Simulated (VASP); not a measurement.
# HRh8 in VASP: further runs

HRh8 is run at these levels: PBE+D3(BJ); tasks: single point.

Everything below comes from runs of VASP 6.6.1. Logs are shortened: lines on timing, memory, paths and dates and some standing lists are left out, and cuts for length are marked.

### Step 1. The cell of the first run

The cell holds a slab with vacuum, 9 atoms: a = 5.365 Å, b = 3.794 Å, c = 21.240 Å, α = 90.00°, β = 90.00°, γ = 90.00°.

### Step 2. Single point, PBE+D3(BJ)

INCAR

```
  PREC = Accurate
  ENCUT = 520
  EDIFF = 1E-7
  ISMEAR = 0
  SIGMA = 0.1
  LREAL = F
  LASPH = T
  NELM = 80
  ALGO = Normal
  ISIF = 2
  LWAVE = F
  LCHARG = F
  LDIPOL = T
  IDIPOL = 3
  DIPOL = 0.5 0.5 0.310
  GGA = PE
  IVDW = 12
  NBANDS = 70
```

KPOINTS

```
Automatic mesh
0
Gamma
  5 7 1
```

POSCAR

```
HRh8
1.0
    5.3650160441      0.0000000000      0.0000000000
    0.0000000000      3.7936392259      0.0000000000
    0.0000000000      0.0000000000     21.2400770646
Rh H
8 1
Direct
    0.2500000000      0.5000000000      0.1883232338
    0.7500000000      0.5000000000      0.1883232338
    0.0000000000      0.0000000000      0.2514705570
    0.5000000000      0.0000000000      0.2514705570
    0.2500000000      0.5000000000      0.3153506346
    0.7500000000      0.5000000000      0.3153506346
    0.0000000000      0.0000000000      0.3738252475
    0.5000000000      0.0000000000      0.3738252475
    0.0833333333      0.1250000000      0.5291919154
```

Potentials or basis: VASP PAW PBE potentials, release 64 (Rh_pv, H).

Command:

```console
> cat potpaw_PBE.64/Rh_pv/POTCAR potpaw_PBE.64/H/POTCAR > POTCAR
> mpirun -np 1 vasp_std > vasp.out
```

OUTCAR:

```text
PREC = Accurate
   ENCUT = 520
   EDIFF = 1E-7
   ISMEAR = 0
   LREAL = F
   LASPH = T
   NELM = 80
   ISIF = 2
   GGA = PE
   IVDW = 12
 IVDW          = 12

 ion  position               nearest neighbor table
   1  0.250  0.500  0.188-   2 2.68   2 2.68   4 2.68   3 2.68   4 2.68   3 2.68   5 2.70
   2  0.750  0.500  0.188-   1 2.68   1 2.68   4 2.68   3 2.68   4 2.68   3 2.68   6 2.70
   3  0.000  0.000  0.251-   7 2.60   4 2.68   4 2.68   2 2.68   1 2.68   2 2.68   1 2.68   5 2.69
                             5 2.69   6 2.69   6 2.69
   4  0.500  0.000  0.251-   8 2.60   3 2.68   3 2.68   2 2.68   1 2.68   2 2.68   1 2.68   5 2.69
                             5 2.69   6 2.69   6 2.69
   5  0.250  0.500  0.315-   7 2.63   8 2.63   7 2.63   8 2.63   6 2.68   6 2.68   4 2.69   4 2.69
                             3 2.69   3 2.69   1 2.70
   6  0.750  0.500  0.315-   7 2.63   8 2.63   7 2.63   8 2.63   5 2.68   5 2.68   4 2.69   4 2.69
                             3 2.69   3 2.69   2 2.70
   7  0.000  0.000  0.374-   3 2.60   5 2.63   6 2.63   5 2.63   6 2.63   8 2.68   8 2.68
   8  0.500  0.000  0.374-   4 2.60   5 2.63   6 2.63   5 2.63   6 2.63   7 2.68   7 2.68
   9  0.083  0.125  0.529-

  LATTYP: Found a simple orthorhombic cell.
 ALAT       =     3.7936392259
 B/A-ratio  =     1.4142135624
 C/A-ratio  =     5.5988658383

  Lattice vectors:

 A1 = (   0.0000000000,  -3.7936392259,   0.0000000000)
 A2 = (   5.3650160441,   0.0000000000,   0.0000000000)
 A3 = (   0.0000000000,   0.0000000000,  21.2400770646)

Analysis of symmetry for initial positions (statically):
=====================================================================
 Subroutine PRICEL returns:
 Original cell was already a primitive cell.

 Routine SETGRP: Setting up the symmetry group for a
 simple orthorhombic supercell.

 Subroutine GETGRP returns: Found  1 space group operations
 (whereof  1 operations were pure point group operations)
 out of a pool of  8 trial point group operations.

The static configuration has the point symmetry C_1 .

Analysis of symmetry for dynamics (positions and initial velocities):
=====================================================================
 Subroutine PRICEL returns:
 Original cell was already a primitive cell.

 Routine SETGRP: Setting up the symmetry group for a
 simple orthorhombic supercell.

 Subroutine GETGRP returns: Found  1 space group operations
 (whereof  1 operations were pure point group operations)
 out of a pool of  8 trial point group operations.

The dynamic configuration has the point symmetry C_1 .
[... 121 lines left out ...]
   ISMEAR =     0;   SIGMA  =   0.10  broadening in eV -4-tet -1-fermi 0-gaus
   EFERMI_NEDOS =   21; number of points for ismear=-14 and -15
   IALGO  =     38    algorithm
   IMIX   =      4    mixing-type and parameters
     AMIX     =   0.40;   BMIX     =  1.00
     AMIX_MAG =   1.60;   BMIX_MAG =  1.00
  volume/ion in A,a.u.               =      48.03       324.14
  Fermi-wavevector in a.u.,A,eV,Ry     =   1.070884  2.023676 15.603046  1.146792
  Thomas-Fermi vector in A             =   2.206607
   LORBIT       =      0    0 simple, 1 ext, 2 COOP (PROOUT), +10 PAW based schemes
   GGA     = PE    functional components
   LHFCALC =     F    Hartree Fock is set to
   AEXX    =    0.0000 exact exchange contribution
   IVDW    =    12    specifies the selected vdW correction
   LEPSILON=     F    determine dielectric tensor
   LRPA    =     F    only Hartree local field effects (RPA)
 non-spin polarized calculation
 Gauss-broadening in eV      SIGMA  =   0.10
  energy-cutoff  :      520.00
  volume of cell :      432.30
 maximum number of plane-waves:     11681
   NGX = 19   NGY = 15   NGZ = 79

 dipolmoment           0.000000      0.000000     -0.005107 electrons x Angstroem

 number of electron     121.0000043 magnetization

 dipolmoment           0.000000      0.000000      0.204755 electrons x Angstroem

 Free energy of the ion-electron system (eV)
  ---------------------------------------------------
  ext. energy  EPLUGINS =         0.00000000
  ---------------------------------------------------
  free energy    TOTEN  =       -52.28233778 eV

  energy without entropy =      -52.17888564  energy(sigma->0) =      -52.23061171

 E-fermi :  -0.9684     XC(G=0):  -4.8733

 val. band max:       -0.9795084563   @ k =  -0.2000   0.1429   0.0000
 cond. band min:      -0.9679489078   @ k =   0.4000   0.1429   0.0000
 fundamental gap:      0.0115595485
 Fermi energy:        -0.9683861393

 k-point     1 :       0.0000    0.0000    0.0000
  band No.  band energies     occupation
      1     -47.9417      2.00000
      2     -47.8878      2.00000
      3     -47.8766      2.00000
      4     -47.6721      2.00000
      5     -47.6333      2.00000
      6     -47.5707      2.00000
[... 1303 lines left out ...]
     69       1.5372      0.00000
     70       1.6650      0.00000

------------------------ aborting loop because EDIFF is reached ----------------------------------------

 vacuum level on the upper side and lower side of the slab       (xc-potential included)         0.832        -0.936

 Edisp (eV)   -3.09455

 E8    (eV) :    -1.4553

  FORCE on cell =-STRESS in cart. coord.  units (eV):
  Direction    XX          YY          ZZ          XY          YZ          ZX
  --------------------------------------------------------------------------------------
  -------------------------------------------------------------------------------------
  Total      -8.87738    -6.33975    -4.45680    -0.01506    -0.33124    -0.12923
  in kB     -32.90123   -23.49630   -16.51775    -0.05581    -1.22762    -0.47893
  external pressure =      -24.31 kB  Pullay stress =        0.00 kB

 VOLUME and BASIS-vectors are now :
 -----------------------------------------------------------------------------
  energy-cutoff  :      520.00
  volume of cell :      432.30
      direct lattice vectors                 reciprocal lattice vectors
     5.365016044  0.000000000  0.000000000     0.186392732  0.000000000  0.000000000
     0.000000000  3.793639226  0.000000000     0.000000000  0.263599130  0.000000000
     0.000000000  0.000000000 21.240077065     0.000000000  0.000000000  0.047080808

 POSITION                                       TOTAL-FORCE (eV/Angst)
 -----------------------------------------------------------------------------------
      1.34125      1.89682      4.00000        -0.023844      0.003470      0.612471
      4.02376      1.89682      4.00000         0.021226      0.008946      0.619552
      0.00000      0.00000      5.34125        -0.004201     -0.009192     -0.603147
      2.68251      0.00000      5.34125         0.006927     -0.000061     -0.449757
      1.34125      1.89682      6.69807        -0.022420     -0.000829     -0.115249
      4.02376      1.89682      6.69807         0.015456      0.007705     -0.109031
      0.00000      0.00000      7.94008         0.114824      0.079065      0.681936
      2.68251      0.00000      7.94008        -0.065102      0.001153      0.132685
      0.44708      0.47420     11.24008        -0.042867     -0.090258     -0.769459
 -----------------------------------------------------------------------------------
    total drift:                               -0.000077     -0.000005      0.000560

  FREE ENERGIE OF THE ION-ELECTRON SYSTEM (eV)
  ---------------------------------------------------
  free  energy   TOTEN  =       -55.3768846046 eV

  energy  without entropy=      -55.2734324704  energy(sigma->0) =      -55.32515854

 vacuum level on the upper side and lower side of the slab         5.382         3.567
```

OSZICAR:

```text
N       E                     dE             d eps       ncg     rms          rms(c)
DAV:   1     0.112815010995E+04    0.11282E+04   -0.74492E+04  3328   0.156E+03
DAV:   2    -0.148278844669E+02   -0.11430E+04   -0.11173E+04  2794   0.443E+02
DAV:   3    -0.549070559830E+02   -0.40079E+02   -0.36769E+02  3032   0.798E+01
[... 29 lines left out ...]
DAV:  33    -0.522823371117E+02   -0.73991E-06   -0.49530E-08  1586   0.537E-04    0.215E-04
DAV:  34    -0.522823374422E+02   -0.33052E-06   -0.69541E-09  1398   0.225E-04    0.113E-04
DAV:  35    -0.522823376414E+02   -0.19913E-06   -0.98424E-09  1400   0.190E-04    0.310E-04
DAV:  36    -0.522823377480E+02   -0.10669E-06   -0.55184E-09  1368   0.110E-04    0.983E-05
DAV:  37    -0.522823377788E+02   -0.30748E-07   -0.15220E-09  1368   0.986E-05
   1 F= -.55376885E+02 E0= -.55325159E+02  d E =-.103452E+00
```

stdout:

```text
POSCAR found type information on POSCAR RhH
 POSCAR found :  2 types and       9 ions
 scaLAPACK will be used
 LDA part: xc-table for (Slater+PW92), standard interpolation
 POSCAR, INCAR and KPOINTS ok, starting setup
 FFT: planning ... GRIDC
 FFT: planning ... GRID_SOFT
 FFT: planning ... GRID
 WAVECAR not read
 entering main loop
```

Wall time 12 min (1 thread of AMD EPYC 9R45 (Zen 5), shared host); peak memory 0.61 GiB.

What came out:

```
Free energy                : -55.3769 eV
Largest force              : 0.776 eV/Å
Band gap on the k mesh     : zero (an odd number of electrons rules out a gap without spin polarisation)
Dispersion energy per atom : -0.344 eV
```

Forces on the atoms (eV/Å):
```
Rh  -0.024  0.003  0.612
Rh   0.021  0.009  0.620
Rh  -0.004 -0.009 -0.603
Rh   0.007  0.000 -0.450
Rh  -0.022 -0.001 -0.115
Rh   0.015  0.008 -0.109
Rh   0.115  0.079  0.682
Rh  -0.065  0.001  0.133
H   -0.043 -0.090 -0.769
```

### Step 3. Single point, PBE+D3(BJ)

INCAR

```
SYSTEM = HRh8
PREC = Accurate
ENCUT = 520
EDIFF = 1E-6
ISMEAR = 0
SIGMA = 0.1
LREAL = .FALSE.
LASPH = .TRUE.
NELM = 80
ALGO = Normal
ISIF = 2
LWAVE = .FALSE.
LCHARG = .FALSE.
LDIPOL = .TRUE.
IDIPOL = 3
DIPOL = 0.5 0.5 0.310
GGA = PE
IVDW = 12
NBANDS = 70
```

KPOINTS

```
regular mesh
0
G
  5 7 1
  0 0 0
```

Edit POSCAR of step 2 so:

```diff
@@ -16,2 +16,2 @@
     0.5000000000      0.0000000000      0.3738252475
-    0.0833333333      0.1250000000      0.5291919154
+    0.0833333333      0.3750000000      0.5291919154
```

Potentials or basis: VASP PAW PBE potentials, release 64 (Rh_pv, H).

Command:

```console
> cat potpaw_PBE.64/Rh_pv/POTCAR potpaw_PBE.64/H/POTCAR > POTCAR
> mpirun -np 1 vasp_std > vasp.out
```

Wall time 11 min (1 thread of AMD EPYC 9R45 (Zen 5), shared host); peak memory 0.6 GiB.

It converged, with:

```
Free energy                : -55.2644 eV
Largest force              : 0.624 eV/Å
Band gap on the k mesh     : zero (an odd number of electrons rules out a gap without spin polarisation)
Dispersion energy per atom : -0.344 eV
```

Forces in eV/Å, atoms in the order of the input:
```
Rh  -0.012  0.004  0.623
Rh   0.008  0.010  0.624
Rh  -0.002 -0.010 -0.569
Rh   0.005  0.001 -0.503
Rh   0.011 -0.003 -0.091
Rh  -0.012  0.005 -0.076
Rh   0.064  0.090  0.468
Rh  -0.036  0.001  0.063
H   -0.028 -0.096 -0.539
```

Levels at points of the mesh, in eV from the Fermi level:
```csv
k point,band 56,band 57,band 58,band 59,band 60,band 61,band 62,band 63,band 64,band 65
"(0.00, 0.00, 0.00)",-0.35,-0.09,-0.06,0.01,0.09,0.17,0.29,0.33,0.41,0.65
```

### Step 4. Single point, PBE+D3(BJ)

INCAR

```
SYSTEM = HRh8
PREC = Accurate
ENCUT = 520
EDIFF = 1E-7
ISMEAR = 0
SIGMA = 0.1
LREAL = .False.
LASPH = .True.
NELM = 100
ALGO = Normal
ISIF = 2
LWAVE = .False.
LCHARG = .False.
LDIPOL = .True.
IDIPOL = 3
DIPOL = 0.5 0.5 0.310
GGA = PE
IVDW = 12
NBANDS = 70
```

KPOINTS

```
Automatic mesh
0
Gamma
  5 7 1
  0 0 0
```

Edit POSCAR of step 3 so:

```diff
@@ -16,2 +16,2 @@
     0.5000000000      0.0000000000      0.3738252475
-    0.0833333333      0.3750000000      0.5291919154
+    0.1666666667      0.2500000000      0.5291919154
```

Potentials or basis: VASP PAW PBE potentials, release 64 (Rh_pv, H).

Command:

```console
> cat potpaw_PBE.64/Rh_pv/POTCAR potpaw_PBE.64/H/POTCAR > POTCAR
> mpirun -np 1 vasp_std > vasp.out
```

OUTCAR:

```text
SYSTEM = HRh8
   PREC = Accurate
   ENCUT = 520
   EDIFF = 1E-7
   ISMEAR = 0
   LREAL = .False.
   LASPH = .True.
   NELM = 100
   ISIF = 2
   GGA = PE
   IVDW = 12
 IVDW          = 12

 ion  position               nearest neighbor table
   1  0.250  0.500  0.188-   2 2.68   2 2.68   4 2.68   3 2.68   4 2.68   3 2.68   5 2.70
   2  0.750  0.500  0.188-   1 2.68   1 2.68   4 2.68   3 2.68   4 2.68   3 2.68   6 2.70
   3  0.000  0.000  0.251-   7 2.60   4 2.68   4 2.68   2 2.68   1 2.68   2 2.68   1 2.68   5 2.69
[... 1540 lines left out ...]
  Total      -8.94073    -6.48879    -4.01575    -0.02143    -0.45816    -0.10836
  in kB     -33.13601   -24.04866   -14.88312    -0.07942    -1.69803    -0.40161
  external pressure =      -24.02 kB  Pullay stress =        0.00 kB

 VOLUME and BASIS-vectors are now :
 -----------------------------------------------------------------------------
  energy-cutoff  :      520.00
  volume of cell :      432.30
      direct lattice vectors                 reciprocal lattice vectors
     5.365016044  0.000000000  0.000000000     0.186392732  0.000000000  0.000000000
     0.000000000  3.793639226  0.000000000     0.000000000  0.263599130  0.000000000
     0.000000000  0.000000000 21.240077065     0.000000000  0.000000000  0.047080808

 POSITION                                       TOTAL-FORCE (eV/Angst)
 -----------------------------------------------------------------------------------
      1.34125      1.89682      4.00000        -0.012273      0.001416      0.615746
      4.02376      1.89682      4.00000         0.008642      0.016125      0.624930
      0.00000      0.00000      5.34125        -0.005090     -0.010324     -0.562545
      2.68251      0.00000      5.34125         0.008605     -0.001900     -0.494056
      1.34125      1.89682      6.69807        -0.005259     -0.003410     -0.111138
      4.02376      1.89682      6.69807         0.000696      0.016635     -0.090361
      0.00000      0.00000      7.94008         0.143775      0.086257      0.459924
      2.68251      0.00000      7.94008        -0.103060      0.017711      0.177315
      0.89417      0.94841     11.24008        -0.036035     -0.122510     -0.619814
 -----------------------------------------------------------------------------------
    total drift:                                0.000048      0.000002      0.000566

  FREE ENERGIE OF THE ION-ELECTRON SYSTEM (eV)
  ---------------------------------------------------
  free  energy   TOTEN  =       -55.3040057696 eV

  energy  without entropy=      -55.1944662200  energy(sigma->0) =      -55.24923599

 vacuum level on the upper side and lower side of the slab         5.369         3.574
```

OSZICAR:

```text
N       E                     dE             d eps       ncg     rms          rms(c)
DAV:   1     0.112885660014E+04    0.11289E+04   -0.74482E+04  3328   0.156E+03
DAV:   2    -0.150717553059E+02   -0.11439E+04   -0.11184E+04  2808   0.443E+02
DAV:   3    -0.547623805063E+02   -0.39691E+02   -0.36470E+02  2968   0.798E+01
[... 28 lines left out ...]
DAV:  32    -0.522092979486E+02   -0.21940E-05   -0.21915E-07  1712   0.770E-04    0.850E-04
DAV:  33    -0.522092987738E+02   -0.82516E-06   -0.28284E-08  1578   0.422E-04    0.436E-04
DAV:  34    -0.522092990085E+02   -0.23472E-06   -0.12200E-08  1466   0.247E-04    0.108E-04
DAV:  35    -0.522092991909E+02   -0.18237E-06   -0.33660E-09  1374   0.182E-04    0.738E-05
DAV:  36    -0.522092992717E+02   -0.80840E-07   -0.13960E-09  1356   0.930E-05
   1 F= -.55304006E+02 E0= -.55249236E+02  d E =-.109540E+00
```

stdout:

```text
POSCAR found type information on POSCAR RhH
 POSCAR found :  2 types and       9 ions
 scaLAPACK will be used
 LDA part: xc-table for (Slater+PW92), standard interpolation
 POSCAR, INCAR and KPOINTS ok, starting setup
 FFT: planning ... GRIDC
 FFT: planning ... GRID_SOFT
 FFT: planning ... GRID
 WAVECAR not read
 entering main loop
```

Wall time 22 min (1 thread of Oxide Virtual Turin-like, shared host); peak memory 0.61 GiB.

What came out:

- Free energy: -55.3040 eV
- Largest force: 0.633 eV/Å
- Band gap on the k mesh: zero (an odd number of electrons rules out a gap without spin polarisation)
- Dispersion energy per atom: -0.344 eV

Forces in eV/Å, atoms in the order of the input:
```
Rh  -0.012  0.001  0.616
Rh   0.009  0.016  0.625
Rh  -0.005 -0.010 -0.563
Rh   0.009 -0.002 -0.494
Rh  -0.005 -0.003 -0.111
Rh   0.001  0.017 -0.090
Rh   0.144  0.086  0.460
Rh  -0.103  0.018  0.177
H   -0.036 -0.123 -0.620
```

### Step 5. Single point, PBE+D3(BJ)

INCAR

```
SYSTEM = HRh8
  PREC = Accurate
  ENCUT = 520
  EDIFF = 1E-7
  ISMEAR = 0
  SIGMA = 0.1
  LREAL = .False.
  LASPH = .True.
  NELM = 80
  ALGO = Normal
  ISIF = 2
  LWAVE = .False.
  LCHARG = .True.
  LDIPOL = .True.
  IDIPOL = 3
  DIPOL = 0.5 0.5 0.310
  GGA = PE
  IVDW = 12
  LELF = .True.
  LVHAR = .True.
  LVACPOTAV = .True.
  NBANDS = 70
```

KPOINTS is that of step 4.

Edit POSCAR of step 4 so:

```diff
@@ -16,2 +16,2 @@
     0.5000000000      0.0000000000      0.3738252475
-    0.1666666667      0.2500000000      0.5291919154
+    0.0833333333      0.2500000000      0.5291919154
```

Command:

```console
> cat potpaw_PBE.64/Rh_pv/POTCAR potpaw_PBE.64/H/POTCAR > POTCAR
> mpirun -np 1 vasp_std > vasp.out
```

Wall time 24 min (1 thread of Oxide Virtual Turin-like, shared host); peak memory 0.61 GiB.

Results (log left out):

- Free energy: -55.3216 eV
- Largest force: 0.673 eV/Å
- Band gap on the k mesh: zero (an odd number of electrons rules out a gap without spin polarisation)
- Dispersion energy per atom: -0.344 eV

Forces in eV/Å, atoms in the order of the input:
```
Rh  -0.019  0.005  0.616
Rh   0.016  0.013  0.621
Rh  -0.002 -0.014 -0.589
Rh   0.006  0.000 -0.473
Rh  -0.007 -0.002 -0.104
Rh   0.003  0.009 -0.093
Rh   0.091  0.118  0.581
Rh  -0.051  0.001  0.100
H   -0.035 -0.132 -0.659
```

Levels at points of the mesh, in eV from the Fermi level:
| k point | band 56 | band 57 | band 58 | band 59 | band 60 | band 61 | band 62 | band 63 | band 64 | band 65 |
| --- | --- | --- | --- | --- | --- | --- | --- | --- | --- | --- |
| (0.00, 0.00, 0.00) | -0.35 | -0.08 | -0.05 | 0.00 | 0.10 | 0.17 | 0.30 | 0.33 | 0.41 | 0.66 |

### Step 6. Overview

| cell | gap on the mesh (eV) | largest force (eV/Å) |
| --- | --- | --- |
| as given, atomic positions A | none | 0.78 |
| as given, atomic positions B | none | 0.62 |
| as given, atomic positions C | none | 0.63 |
| as given, atomic positions D | none | 0.67 |

Alike in all rows: task single point; level PBE+D3(BJ); potentials or basis VASP PAW PBE potentials, release 64 (Rh_pv, H); no spin polarisation; k mesh 5 × 7 × 1; cutoff (eV) 520; smearing gaussian 0.1 eV.

Total energies depend on the potentials used, so only differences within one code and one set of settings carry meaning.
